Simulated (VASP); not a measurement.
# Li (Im-3m) in VASP: notebook

Runs on Li. Level: r2SCAN. Tasks: single point, relaxation of cell and atoms.

All numbers are computed with VASP 6.6.1; they aren't measurements. Logs are shortened: lines on timing, memory, paths and dates and some standing lists are left out, and cuts for length are marked.

## 1. The cell of the first run

Symmetry: Im-3m, No. 229, cubic system. Conventional cell: a = 3.478 Å, b = 3.478 Å, c = 3.478 Å, α = 90.00°, β = 90.00°, γ = 90.00°. Li (site symmetry m-3m) has 14 Li at 3.01 to 3.48 Å within 4.0 Å.

## 2. Single point, r2SCAN

Input file POSCAR:

```
Li
1.0
    3.4775708673      0.0000000000      0.0000000000
    0.0000000000      3.4775708673      0.0000000000
    0.0000000000      0.0000000000      3.4775708673
Li
2
Direct
    0.0000000000      0.0000000000      0.0000000000
    0.5000000000      0.5000000000      0.5000000000
```

Input file INCAR.step1:

```
SYSTEM = Li
PREC = Accurate
ENCUT = 520
ISMEAR = -1
SIGMA = 0.05
LREAL = .FALSE.
LASPH = .TRUE.
NELM = 80
NBANDS = 10
GGA = PE
ALGO = Normal
EDIFF = 1E-4
LWAVE = .TRUE.
LCHARG = .FALSE.
```

Input file INCAR.step2:

```
SYSTEM = Li
PREC = Accurate
ENCUT = 520
EDIFF = 1E-6
ISMEAR = -1
SIGMA = 0.05
LREAL = .FALSE.
LASPH = .TRUE.
NELM = 80
ALGO = Normal
ISIF = 2
LWAVE = .FALSE.
LCHARG = .FALSE.
METAGGA = R2SCAN
LMIXTAU = .TRUE.
NBANDS = 10
ISTART = 1
```

Input file KPOINTS:

```
regular mesh
0
G
  12 12 12
  0 0 0
```

Potentials or basis: VASP PAW PBE potentials, release 64 (Li_sv).

Launch:

```bash
$ cat potpaw_PBE.64/Li_sv/POTCAR > POTCAR
$ cp INCAR.step1 INCAR
$ mpirun -np 1 vasp_std > vasp.out
$ cp INCAR.step2 INCAR
$ mpirun -np 1 vasp_std > vasp.out
```

OUTCAR:

```text
SYSTEM = Li
   PREC = Accurate
   ENCUT = 520
   EDIFF = 1E-6
   ISMEAR = -1
   LREAL = .FALSE.
   LASPH = .TRUE.
   NELM = 80
   ISIF = 2
   METAGGA = R2SCAN
   ISTART = 1

 ion  position               nearest neighbor table
   1  0.000  0.000  0.000-
   2  0.500  0.500  0.500-

  LATTYP: Found a simple cubic cell.
 ALAT       =     3.4775708673

  Lattice vectors:

 A1 = (   3.4775708673,   0.0000000000,   0.0000000000)
 A2 = (   0.0000000000,   3.4775708673,   0.0000000000)
 A3 = (   0.0000000000,   0.0000000000,   3.4775708673)

Analysis of symmetry for initial positions (statically):
=====================================================================
 Subroutine PRICEL returns following result:

  LATTYP: Found a body centered cubic cell.
 ALAT       =     3.4775708673

  Lattice vectors:

 A1 = (   1.7387854337,   1.7387854337,  -1.7387854337)
 A2 = (  -1.7387854337,   1.7387854337,   1.7387854337)
 A3 = (   1.7387854337,  -1.7387854337,   1.7387854337)

   2 primitive cells build up your supercell.

 Routine SETGRP: Setting up the symmetry group for a
 simple cubic supercell.

 Subroutine GETGRP returns: Found 48 space group operations
 (whereof 48 operations were pure point group operations)
 out of a pool of 48 trial point group operations.

The static configuration has the point symmetry O_h .

Analysis of symmetry for dynamics (positions and initial velocities):
=====================================================================
 Subroutine PRICEL returns following result:

  LATTYP: Found a body centered cubic cell.
 ALAT       =     3.4775708673

  Lattice vectors:

 A1 = (   1.7387854337,   1.7387854337,  -1.7387854337)
 A2 = (  -1.7387854337,   1.7387854337,   1.7387854337)
 A3 = (   1.7387854337,  -1.7387854337,   1.7387854337)

   2 primitive cells build up your supercell.

 Routine SETGRP: Setting up the symmetry group for a
 simple cubic supercell.

 Subroutine GETGRP returns: Found 48 space group operations
 (whereof 48 operations were pure point group operations)
 out of a pool of 48 trial point group operations.

The dynamic configuration has the point symmetry O_h .

 Subroutine INISYM returns: Found 48 space group operations
 (whereof 48 operations are pure point group operations),
 and found     2 'primitive' translations

----------------------------------------------------------------------------------------

                                     Primitive cell

  volume of cell :      21.0280

  direct lattice vectors                    reciprocal lattice vectors
     1.738785434  1.738785434 -1.738785434     0.287557044  0.287557044  0.000000000
    -1.738785434  1.738785434  1.738785434     0.000000000  0.287557044  0.287557044
     1.738785434 -1.738785434  1.738785434     0.287557044  0.000000000  0.287557044

  length of vectors
     3.011664715  3.011664715  3.011664715     0.406667072  0.406667072  0.406667072

  position of ions in fractional coordinates (direct lattice)
     0.000000000  0.000000000  0.000000000

  ion indices of the primitive-cell ions
   primitive index   ion index
                 1           1

----------------------------------------------------------------------------------------

 KPOINTS: regular mesh

Automatic generation of k-mesh.
 Grid dimensions read from file:
 generate k-points for:   12   12   12

 Generating k-lattice:

  Cartesian coordinates                     Fractional coordinates (reciprocal lattice)
     0.023963087  0.000000000  0.000000000     0.083333333  0.000000000  0.000000000
     0.000000000  0.023963087  0.000000000     0.000000000  0.083333333  0.000000000
     0.000000000  0.000000000  0.023963087     0.000000000  0.000000000  0.083333333

  Length of vectors
     0.023963087  0.023963087  0.023963087

  Shift w.r.t. Gamma in fractional coordinates (k-lattice)
     0.000000000  0.000000000  0.000000000

 Subroutine IBZKPT returns following result:
 ===========================================

 Found     84 irreducible k-points:

 Following reciprocal coordinates:
            Coordinates               Weight
  0.000000  0.000000  0.000000      1.000000
  0.083333  0.000000  0.000000      6.000000
  0.166667  0.000000  0.000000      6.000000
  0.250000  0.000000  0.000000      6.000000
  0.333333  0.000000  0.000000      6.000000
  0.416667  0.000000  0.000000      6.000000
[... 16 lines left out ...]
  0.333333  0.333333  0.000000     12.000000
  0.416667  0.333333  0.000000     24.000000
 [... further k-points ...]
   k-points           NKPTS =     84   k-points in BZ     NKDIM =     84   number of bands    NBANDS=     10
   number of dos      NEDOS =    301   number of ions     NIONS =      2
   total plane-waves  NPLWV =  21952
   dimension x,y,z NGX =    28 NGY =   28 NGZ =   28
   dimension x,y,z NGXF=    56 NGYF=   56 NGZF=   56
   ions per type =               2
   NGX,Y,Z   is equivalent  to a cutoff of  13.39, 13.39, 13.39 a.u.
   NGXF,Y,Z  is equivalent  to a cutoff of  26.77, 26.77, 26.77 a.u.
 SYSTEM =  Li
   PREC   = accura    normal or accurate (medium, high low for compatibility)
   ISTART =      1    job   : 0-new  1-cont  2-samecut
   ICHARG =      0    charge: 1-file 2-atom 10-const
   ISPIN  =      1    spin polarized calculation?
   LNONCOLLINEAR =      F non collinear calculations
   LSORBIT =      F    spin-orbit coupling
   LASPH  =      T    aspherical Exc in radial PAW
   ENCUT  =  520.0 eV  38.22 Ry    6.18 a.u.   6.47  6.47  6.47*2*pi/ulx,y,z
   NELM   =     80;   NELMIN=  2; NELMDL=  0     # of ELM steps
   EDIFF  = 0.1E-05   stopping-criterion for ELM
   LREAL  =      F    real-space projection
   EDIFFG = 0.1E-04   stopping-criterion for IOM
   NSW    =      0    number of steps for IOM
   IBRION =     -1    ionic relax: 0-MD 1-quasi-New 2-CG
   NFREE  =      0    steps in history (QN), initial steepest desc. (CG)
   ISIF   =      2    stress and relaxation
   ISYM   =      2    0-nonsym 1-usesym 2-fastsym
   POTIM  = 0.5000    time-step for ionic-motion
   TEBEG  =    0.0;   TEEND  =   0.0 temperature during run
   PSTRESS=    0.0 pullay stress
   NELECT =       6.0000    total number of electrons
   NUPDOWN=      -1.0000    fix difference up-down
   EMIN   =  10.00;   EMAX   =-10.00  energy-range for DOS
   EFERMI =   0.00;   METHOD = LEGACY
   ISMEAR =    -1;   SIGMA  =   0.05  broadening in eV -4-tet -1-fermi 0-gaus
   EFERMI_NEDOS =   21; number of points for ismear=-14 and -15
   IALGO  =     38    algorithm
   IMIX   =      4    mixing-type and parameters
     AMIX     =   0.40;   BMIX     =  1.00
     AMIX_MAG =   1.60;   BMIX_MAG =  1.00
  volume/ion in A,a.u.               =      21.03       141.90
  Fermi-wavevector in a.u.,A,eV,Ry     =   0.855426  1.616521  9.956119  0.731754
  Thomas-Fermi vector in A             =   1.972174
   LORBIT       =      0    0 simple, 1 ext, 2 COOP (PROOUT), +10 PAW based schemes
   METAGGA = R2SCAN    functional components
   LHFCALC =     F    Hartree Fock is set to
   AEXX    =    0.0000 exact exchange contribution
   IVDW    =     0    specifies the selected vdW correction
   LEPSILON=     F    determine dielectric tensor
   LRPA    =     F    only Hartree local field effects (RPA)
 non-spin polarized calculation
  energy-cutoff  :      520.00
  volume of cell :       42.06
 maximum number of plane-waves:      1149
 NGX is ok and might be reduce to    28
   NGX = 13   NGY = 13   NGZ = 13

 number of electron       6.0000017 magnetization

 Free energy of the ion-electron system (eV)
  ---------------------------------------------------
  ext. energy  EPLUGINS =         0.00000000
  ---------------------------------------------------
  free energy    TOTEN  =        -4.76605320 eV

  energy without entropy =       -4.75827864  energy(sigma->0) =       -4.76216592

 E-fermi :   0.5506     XC(G=0):  -7.3537

 val. band max:        0.5023046214   @ k =   0.5000   0.2500   0.2500
 cond. band min:       0.5581105588   @ k =   0.4167   0.1667   0.0833
 fundamental gap:      0.0558059374
 Fermi energy:         0.5506320380

 k-point     1 :       0.0000    0.0000    0.0000
  band No.  band energies     occupation
      1     -47.6079      2.00000
      2     -47.5784      2.00000
      3      -3.2798      2.00000
      4       6.4735      0.00000
      5       6.4735      0.00000
      6       6.4735      0.00000
      7       8.5784      0.00000
      8       8.5784      0.00000
      9      15.0799      0.00000
     10      16.4457      0.00000

 k-point     2 :       0.0833    0.0000    0.0000
  band No.  band energies     occupation
      1     -47.6074      2.00000
      2     -47.5787      2.00000
      3      -3.2097      2.00000
      4       5.4878      0.00000
      5       6.5633      0.00000
      6       6.5633      0.00000
      7       8.6716      0.00000
      8       9.6855      0.00000
      9      15.1180      0.00000
     10      15.9833      0.00000

 k-point     3 :       0.1667    0.0000    0.0000
  band No.  band energies     occupation
      1     -47.6057      2.00000
      2     -47.5798      2.00000
      3      -2.9976      2.00000
      4       4.0147      0.00000
      5       6.8324      0.00000
      6       6.8324      0.00000
      7       8.9511      0.00000
      8      11.4497      0.00000
      9      14.8365      0.00000
     10      14.8365      0.00000

 k-point     4 :       0.2500    0.0000    0.0000
  band No.  band energies     occupation
      1     -47.6030      2.00000
      2     -47.5818      2.00000
      3      -2.6426      2.00000
      4       2.6178      0.00000
      5       7.2795      0.00000
      6       7.2795      0.00000
      7       9.4170      0.00000
      8      12.9611      0.00000
      9      13.4485      0.00000
     10      13.4485      0.00000

 k-point     5 :       0.3333    0.0000    0.0000
  band No.  band energies     occupation
      1     -47.5995      2.00000
      2     -47.5846      2.00000
      3      -2.1424      2.00000
      4       1.3599      0.00000
      5       7.9032      0.00000
      6       7.9032      0.00000
      7      10.0691      0.00000
      8      12.0700      0.00000
      9      12.0700      0.00000
     10      13.6897      0.00000

 k-point     6 :       0.4167    0.0000    0.0000
  band No.  band energies     occupation
      1     -47.5956      2.00000
      2     -47.5879      2.00000
      3      -1.4943      2.00000
      4       0.2548      1.99462
      5       8.7016      0.00000
      6       8.7016      0.00000
      7      10.7977      0.00000
      8      10.7977      0.00000
      9      10.9076      0.00000
     10      13.1431      0.00000
[... 183 lines left out ...]
 k-point    21 :       0.4167    0.2500    0.0000
  band No.  band energies     occupation
      1     -47.5938      2.00000
      2     -47.5883      2.00000
      3      -0.8916      2.00000
      4       0.7475      0.03827
      5       5.3338      0.00000
      6       7.2177      0.00000
      7       9.4674      0.00000
      8      11.4419      0.00000
      9      13.0248      0.00000
     10      13.7801      0.00000

 k-point    22 :       0.5000    0.2500    0.0000
  band No.  band energies     occupation
      1     -47.5909      2.00000
      2     -47.5909      2.00000
      3      -0.1295      2.00000
      4      -0.1295      2.00000
      5       6.1822      0.00000
      6       6.1822      0.00000
      7      10.3973      0.00000
      8      10.3973      0.00000
      9      13.4088      0.00000
     10      13.4088      0.00000

 k-point    23 :       0.3333    0.3333    0.0000
  band No.  band energies     occupation
      1     -47.5948      2.00000
      2     -47.5872      2.00000
      3      -1.0433      2.00000
      4       1.5472      0.00000
      5       4.2094      0.00000
      6       7.1326      0.00000
      7       9.2898      0.00000
      8      12.4273      0.00000
      9      12.9123      0.00000
     10      13.8610      0.00000

 k-point    24 :       0.4167    0.3333    0.0000
  band No.  band energies     occupation
      1     -47.5926      2.00000
      2     -47.5887      2.00000
      3      -0.4419      2.00000
      4       0.9888      0.00031
      5       4.4035      0.00000
      6       6.0060      0.00000
      7      10.0436      0.00000
      8      11.8086      0.00000
      9      13.1330      0.00000
     10      13.5817      0.00000

 [... further k-points ...]

------------------------ aborting loop because EDIFF is reached ----------------------------------------

  FORCE on cell =-STRESS in cart. coord.  units (eV):
  Direction    XX          YY          ZZ          XY          YZ          ZX
  --------------------------------------------------------------------------------------
  -------------------------------------------------------------------------------------
  Total       -0.0303773     -0.0303773     -0.0303773     -0.0000000      0.0000000     -0.0000000
  in kB       -1.1572641     -1.1572641     -1.1572641     -0.0000000      0.0000000     -0.0000000
  external PRESSURE =      -1.1572641 kB  Pullay stress =       0.0000000 kB

 VOLUME and BASIS-vectors are now :
 -----------------------------------------------------------------------------
  energy-cutoff  :      520.00
  volume of cell :       42.06
      direct lattice vectors                 reciprocal lattice vectors
     3.477570867  0.000000000  0.000000000     0.287557044  0.000000000  0.000000000
     0.000000000  3.477570867  0.000000000     0.000000000  0.287557044  0.000000000
     0.000000000  0.000000000  3.477570867     0.000000000  0.000000000  0.287557044

 POSITION                                       TOTAL-FORCE (eV/Angst)
 -----------------------------------------------------------------------------------
      0.00000      0.00000      0.00000         0.000000      0.000000      0.000000
      1.73879      1.73879      1.73879        -0.000000     -0.000000     -0.000000
 -----------------------------------------------------------------------------------
    total drift:                                0.000000      0.000000      0.000000

  FREE ENERGIE OF THE ION-ELECTRON SYSTEM (eV)
  ---------------------------------------------------
  free  energy   TOTEN  =        -4.7660532029 eV

  energy  without entropy=       -4.7582786374  energy(sigma->0) =       -4.76216592
```

It took 76 s on 1 thread of Intel Xeon 6975P-C (Granite Rapids), shared host; peak memory 0.16 GiB.

Results:

| Quantity | Value |
| --- | --- |
| Free energy | -4.7661 eV |
| Band gap on the k mesh | zero (bands 3 and 4 overlap by 4.82 eV) |

Caveat: the cutoff is under 1.25 times the usual one of these potentials, so pressure, stress and relaxed cells hold a basis-set (Pulay) error; the PAW data sets were made with another functional, which shifts forces and pressure a little.

(Part 1 of 2 ends here.)

The gap in the log of VASP goes by the Fermi energy; the results here count the filled bands.